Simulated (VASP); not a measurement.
# GaN (F-43m) in VASP: a series of runs, part 2 of 2

VASP 6.6.1.

### Step 3. Single point, HSE06 (strain -1.0%)

Contents of POSCAR:

```
GaN
1.0
    0.0000000000      2.2264630157      2.2264630157
    2.2264630157      0.0000000000      2.2264630157
    2.2264630157      2.2264630157      0.0000000000
Ga N
1 1
Direct
    0.0000000000      0.0000000000      0.0000000000
    0.2500000000      0.2500000000      0.2500000000
```

Contents of INCAR.step1:

```
SYSTEM = GaN
  ALGO = Normal
  EDIFF = 1E-5
  ENCUT = 520
  GGA = PE
  ISIF = 2
  ISMEAR = 0
  LASPH = .True.
  LREAL = .False.
  LWAVE = .True.
  NBANDS = 16
  NELM = 60
  PREC = Accurate
  SIGMA = 0.01
```

Contents of INCAR.step2:

```
SYSTEM = GaN
  ALGO = Normal
  EDIFF = 1E-6
  ENCUT = 520
  GGA = PE
  HFSCREEN = 0.2079
  ISIF = 2
  ISMEAR = 0
  ISTART = 1
  LASPH = .True.
  LCHARG = .True.
  LELF = .True.
  LHFCALC = .True.
  LREAL = .False.
  LVHAR = .True.
  LWAVE = .False.
  NBANDS = 16
  NELM = 60
  PREC = Accurate
  PRECFOCK = Normal
  SIGMA = 0.01
```

Contents of KPOINTS:

```
k-points
0
Gamma
  6 6 6
  0 0 0
```

Potentials or basis: VASP PAW PBE potentials, release 64 (Ga_d, N).

Launch:

```console
$ cat potpaw_PBE.64/Ga_d/POTCAR potpaw_PBE.64/N/POTCAR > POTCAR
$ cp INCAR.step1 INCAR
$ mpirun -np 1 vasp_std > vasp.out
$ cp INCAR.step2 INCAR
$ mpirun -np 1 vasp_std > vasp.out
```

OUTCAR:

```text
SYSTEM = GaN
   EDIFF = 1E-6
   ENCUT = 520
   GGA = PE
   HFSCREEN = 0.2079
   ISIF = 2
   ISMEAR = 0
   ISTART = 1
   LASPH = .True.
   LHFCALC = .True.
   LREAL = .False.
   NELM = 60
   PREC = Accurate
   PRECFOCK = Normal

 ion  position               nearest neighbor table
   1  0.000  0.000  0.000-   2 1.93   2 1.93   2 1.93   2 1.93
   2  0.250  0.250  0.250-   1 1.93   1 1.93   1 1.93   1 1.93

  LATTYP: Found a face centered cubic cell.
 ALAT       =     4.4529260314

  Lattice vectors:

 A1 = (   0.0000000000,   2.2264630157,   2.2264630157)
 A2 = (   2.2264630157,   0.0000000000,   2.2264630157)
 A3 = (   2.2264630157,   2.2264630157,   0.0000000000)

Analysis of symmetry for initial positions (statically):
=====================================================================
 Subroutine PRICEL returns:
 Original cell was already a primitive cell.

 Routine SETGRP: Setting up the symmetry group for a
 face centered cubic supercell.

 Subroutine GETGRP returns: Found 24 space group operations
 (whereof 24 operations were pure point group operations)
 out of a pool of 48 trial point group operations.

The static configuration has the point symmetry T_d .

Analysis of symmetry for dynamics (positions and initial velocities):
=====================================================================
 Subroutine PRICEL returns:
 Original cell was already a primitive cell.

 Routine SETGRP: Setting up the symmetry group for a
 face centered cubic supercell.

 Subroutine GETGRP returns: Found 24 space group operations
 (whereof 24 operations were pure point group operations)
 out of a pool of 48 trial point group operations.

The dynamic configuration has the point symmetry T_d .

 Subroutine INISYM returns: Found 24 space group operations
 (whereof 24 operations are pure point group operations),
 and found     1 'primitive' translations

----------------------------------------------------------------------------------------

                                     Primitive cell

  volume of cell :      22.0738

  direct lattice vectors                    reciprocal lattice vectors
     0.000000000  2.226463016  2.226463016    -0.224571438  0.224571438  0.224571438
     2.226463016  0.000000000  2.226463016     0.224571438 -0.224571438  0.224571438
     2.226463016  2.226463016  0.000000000     0.224571438  0.224571438 -0.224571438

  length of vectors
     3.148694193  3.148694193  3.148694193     0.388969140  0.388969140  0.388969140

  position of ions in fractional coordinates (direct lattice)
     0.000000000  0.000000000  0.000000000
     0.250000000  0.250000000  0.250000000

  ion indices of the primitive-cell ions
   primitive index   ion index
                 1           1
                 2           2

----------------------------------------------------------------------------------------

 KPOINTS: k-points

Automatic generation of k-mesh.
 Grid dimensions read from file:
 generate k-points for:    6    6    6

 Generating k-lattice:
[... 20 lines left out ...]
  0.166667  0.000000  0.000000      8.000000
  0.333333  0.000000  0.000000      8.000000
  0.500000  0.000000  0.000000      4.000000
  0.166667  0.166667  0.000000      6.000000
  0.333333  0.166667  0.000000     24.000000
[... 8 lines left out ...]
 -0.333333  0.333333  0.166667     24.000000
 -0.333333  0.500000  0.166667     12.000000
   k-points           NKPTS =     16   k-points in BZ     NKDIM =    216   number of bands    NBANDS=     16
   number of dos      NEDOS =    301   number of ions     NIONS =      2
   total plane-waves  NPLWV =  13824
   dimension x,y,z NGX =    24 NGY =   24 NGZ =   24
   dimension x,y,z NGXF=    48 NGYF=   48 NGZF=   48
   ions per type =               1   1
   NGX,Y,Z   is equivalent  to a cutoff of  12.67, 12.67, 12.67 a.u.
   NGXF,Y,Z  is equivalent  to a cutoff of  25.34, 25.34, 25.34 a.u.
 SYSTEM =  GaN
   PREC   = accura    normal or accurate (medium, high low for compatibility)
   ISTART =      1    job   : 0-new  1-cont  2-samecut
   ICHARG =      0    charge: 1-file 2-atom 10-const
   ISPIN  =      1    spin polarized calculation?
   LNONCOLLINEAR =      F non collinear calculations
   LSORBIT =      F    spin-orbit coupling
   LASPH  =      T    aspherical Exc in radial PAW
   ENCUT  =  520.0 eV  38.22 Ry    6.18 a.u.   5.85  5.85  5.85*2*pi/ulx,y,z
   NELM   =     60;   NELMIN=  2; NELMDL=  0     # of ELM steps
   EDIFF  = 0.1E-05   stopping-criterion for ELM
   LREAL  =      F    real-space projection
   EDIFFG = 0.1E-04   stopping-criterion for IOM
   NSW    =      0    number of steps for IOM
   IBRION =     -1    ionic relax: 0-MD 1-quasi-New 2-CG
   NFREE  =      0    steps in history (QN), initial steepest desc. (CG)
   ISIF   =      2    stress and relaxation
   ISYM   =      3    0-nonsym 1-usesym 2-fastsym
   POTIM  = 0.5000    time-step for ionic-motion
   TEBEG  =    0.0;   TEEND  =   0.0 temperature during run
   PSTRESS=    0.0 pullay stress
   NELECT =      18.0000    total number of electrons
   NUPDOWN=      -1.0000    fix difference up-down
   EMIN   =  10.00;   EMAX   =-10.00  energy-range for DOS
   EFERMI =   0.00;   METHOD = LEGACY
   ISMEAR =     0;   SIGMA  =   0.01  broadening in eV -4-tet -1-fermi 0-gaus
   EFERMI_NEDOS =   21; number of points for ismear=-14 and -15
   IALGO  =     38    algorithm
   IMIX   =      1    mixing-type and parameters
     AMIX     =   0.40;   BMIX     =  1.00
     AMIX_MAG =   1.60;   BMIX_MAG =  1.00
  volume/ion in A,a.u.               =      11.04        74.48
  Fermi-wavevector in a.u.,A,eV,Ry     =   1.529467  2.890274 31.827702  2.339270
  Thomas-Fermi vector in A             =   2.637084
   LORBIT       =      0    0 simple, 1 ext, 2 COOP (PROOUT), +10 PAW based schemes
   GGA     = PE    functional components
   LHFCALC =     T    Hartree Fock is set to
   PRECFOCK=normal    Normal, Fast or Accurate (Low or Medium for compatibility)
   ENCUT4O =  -1.0   cutoff for four orbital integrals eV
   NKREDX  =     1    reduce k-point grid by
   NKREDY  =     1    reduce k-point grid by
   NKREDZ  =     1    reduce k-point grid by
   AEXX    =    0.2500 exact exchange contribution
   HFSCREEN=    0.2079 screening length (either q_TF or 0.3 A-1)
   HFSCREENC=   0.2079 screening length for correlation (either q_TF or 0.3 A-1)
   ENCUTFOCK=  -1.0 apply spherical cutoff to Coloumb kernel
   IVDW    =     0    specifies the selected vdW correction
   LEPSILON=     F    determine dielectric tensor
   LRPA    =     F    only Hartree local field effects (RPA)
 non-spin polarized calculation
 Gauss-broadening in eV      SIGMA  =   0.01
  energy-cutoff  :      520.00
  volume of cell :       22.07
 maximum number of plane-waves:       609
  NGX = 18; NGY = 18; NGZ = 18

 number of electron      18.0000016 magnetization

 Free energy of the ion-electron system (eV)
  ---------------------------------------------------
  ext. energy  EPLUGINS =         0.00000000
  ---------------------------------------------------
  free energy    TOTEN  =       -14.72551234 eV

  energy without entropy =      -14.72551234  energy(sigma->0) =      -14.72551234

 E-fermi :   5.0027     XC(G=0):  -9.7130

 val. band max:        4.8438767897   @ k =   0.0000   0.0000   0.0000
 cond. band min:       8.0911439665   @ k =   0.0000   0.0000   0.0000
 fundamental gap:      3.2472671768
 Fermi energy:         5.0027282604

 k-point     1 :       0.0000    0.0000    0.0000
  band No.  band energies     occupation
      1     -12.9161      2.00000
      2     -10.7349      2.00000
      3     -10.7349      2.00000
      4     -10.7349      2.00000
      5     -10.3820      2.00000
      6     -10.3820      2.00000
[... 281 lines left out ...]
      3     -10.5216      2.00000
      4     -10.4051      2.00000
      5     -10.3433      2.00000
      6      -7.9857      2.00000
[... 8 lines left out ...]
     15      27.6979      0.00000
     16      30.6208      0.00000

------------------------ aborting loop because EDIFF is reached ----------------------------------------

  FORCE on cell =-STRESS in cart. coord.  units (eV):
  Direction    XX          YY          ZZ          XY          YZ          ZX
  --------------------------------------------------------------------------------------
  -------------------------------------------------------------------------------------
  Total        0.8590735      0.8590735      0.8590735      0.0000000      0.0000000      0.0000000
  in kB       62.3540188     62.3540188     62.3540188      0.0000000      0.0000000      0.0000000
  external PRESSURE =      62.3540188 kB  Pullay stress =       0.0000000 kB

 VOLUME and BASIS-vectors are now :
 -----------------------------------------------------------------------------
  energy-cutoff  :      520.00
  volume of cell :       22.07
      direct lattice vectors                 reciprocal lattice vectors
     0.000000000  2.226463016  2.226463016    -0.224571438  0.224571438  0.224571438
     2.226463016  0.000000000  2.226463016     0.224571438 -0.224571438  0.224571438
     2.226463016  2.226463016  0.000000000     0.224571438  0.224571438 -0.224571438

 POSITION                                       TOTAL-FORCE (eV/Angst)
 -----------------------------------------------------------------------------------
      0.00000      0.00000      0.00000         0.000000      0.000000      0.000000
      1.11323      1.11323      1.11323        -0.000000     -0.000000     -0.000000
 -----------------------------------------------------------------------------------
    total drift:                               -0.000017     -0.000016     -0.000013

  FREE ENERGIE OF THE ION-ELECTRON SYSTEM (eV)
  ---------------------------------------------------
  free  energy   TOTEN  =       -14.7255123410 eV

  energy  without entropy=      -14.7255123410  energy(sigma->0) =      -14.72551234
```

Run time: 20 min. Hardware: 1 thread of AMD EPYC 7R13 (Zen 3), shared host; peak memory 0.22 GiB.

Results:

```
Free energy            : -14.7255 eV
Pressure               : 6.2 GPa
Band gap on the k mesh : 3.25 eV
```

Levels at points of the mesh, in eV from the valence-band top:
| k point | band 6 | band 7 | band 8 | band 9 | band 10 | band 11 | band 12 | band 13 |
| --- | --- | --- | --- | --- | --- | --- | --- | --- |
| (0.00, 0.00, 0.00) | -15.23 | 0.00 | 0.00 | 0.00 | 3.25 | 12.17 | 12.17 | 12.17 |
| (0.50, 0.00, 0.00) | -13.60 | -7.79 | -1.09 | -1.09 | 6.36 | 10.62 | 12.11 | 12.11 |
| (0.50, 0.50, 0.00) | -13.05 | -6.73 | -3.04 | -3.04 | 4.48 | 8.38 | 13.90 | 16.45 |

Caveat: the cell differs from its parent crystal (strain -1.0%); the cell stands under pressure; the structure was generated, so it needn't be the stable form of GaN; the PAW data sets were made with another functional, which shifts forces and pressure a little.

### Step 4. Single point, HSE06 (strain +1.0%)

Contents of POSCAR:

```
GaN
1.0
    0.0000000000      2.2714420665      2.2714420665
    2.2714420665      0.0000000000      2.2714420665
    2.2714420665      2.2714420665      0.0000000000
Ga N
1 1
Direct
    0.0000000000      0.0000000000      0.0000000000
    0.2500000000      0.2500000000      0.2500000000
```

Contents of INCAR.step1:

```
ALGO = Normal ; EDIFF = 1E-5
ENCUT = 520 ; GGA = PE
ISIF = 2 ; ISMEAR = 0
LASPH = T ; LCHARG = F
LREAL = F ; LWAVE = T
NBANDS = 16 ; NELM = 80
PREC = Accurate ; SIGMA = 0.01
```

Contents of INCAR.step2:

```
ALGO = Normal ; EDIFF = 1E-6
ENCUT = 520 ; GGA = PE
HFSCREEN = 0.2079 ; ISIF = 2
ISMEAR = 0 ; ISTART = 1
LASPH = T ; LCHARG = F
LHFCALC = T ; LREAL = F
LWAVE = F ; NBANDS = 16
NELM = 80 ; PREC = Accurate
PRECFOCK = Normal ; SIGMA = 0.01
```

Contents of KPOINTS:

```
k-points
0
Gamma
  6 6 6
```

Launch:

```console
$ cat potpaw_PBE.64/Ga_d/POTCAR potpaw_PBE.64/N/POTCAR > POTCAR
$ cp INCAR.step1 INCAR
$ mpirun -np 1 vasp_std > vasp.out
$ cp INCAR.step2 INCAR
$ mpirun -np 1 vasp_std > vasp.out
```

It took 21 min on 1 thread of AMD EPYC 7R13 (Zen 3), shared host; peak memory 0.23 GiB.

The run converged. Its results:

- Free energy: -14.7259 eV
- Pressure: -5.6 GPa
- Band gap on the k mesh: 2.80 eV

Levels at points of the mesh, in eV from the valence-band top:
```csv
k point,band 7,band 8,band 9,band 10,band 11,band 12
"(0.00, 0.00, 0.00)",0.00,0.00,0.00,2.80,11.75,11.75
"(0.50, 0.00, 0.00)",-7.38,-1.01,-1.01,5.90,10.28,11.76
"(0.50, 0.50, 0.00)",-6.46,-2.82,-2.82,4.43,8.00,13.37
```

Caveat: the cell differs from its parent crystal (strain +1.0%); the cell stands under tension; the structure was generated, so it needn't be the stable form of GaN; the PAW data sets were made with another functional, which shifts forces and pressure a little.

### Step 5. The runs side by side

| level | spin | cell | k mesh | grid for exact exchange (PRECFOCK) | share of exact exchange | screening parameter | gap on the mesh (eV) | pressure (GPa) |
| --- | --- | --- | --- | --- | --- | --- | --- | --- |
| r2SCAN | non-collinear, zero start, SOC | a = 3.149 Å, angles 60.0°, 2 atoms | 10 × 10 × 10 | - | - | - | - | 7.5 |
| HSE06 | off | a = 3.149 Å, angles 60.0°, 2 atoms | 6 × 6 × 6 | Normal | 0.25 | 0.2079 1/Å | 3.25 | 6.2 |
| HSE06 | off | a = 3.212 Å, angles 60.0°, 2 atoms | 6 × 6 × 6 | Normal | 0.25 | 0.2079 1/Å | 2.80 | -5.6 |

Alike in all rows: task single point; potentials or basis VASP PAW PBE potentials, release 64 (Ga_d, N); cutoff (eV) 520; smearing gaussian 0.01 eV.

Caveats: the structure was generated, so it needn't be the stable form of GaN; the PAW data sets were made with another functional, which shifts forces and pressure a little; the cell stands under pressure (at least some runs); the cell stands under tension (at least some runs).

Total energies depend on the potentials used, so only differences within one code and one set of settings carry meaning.
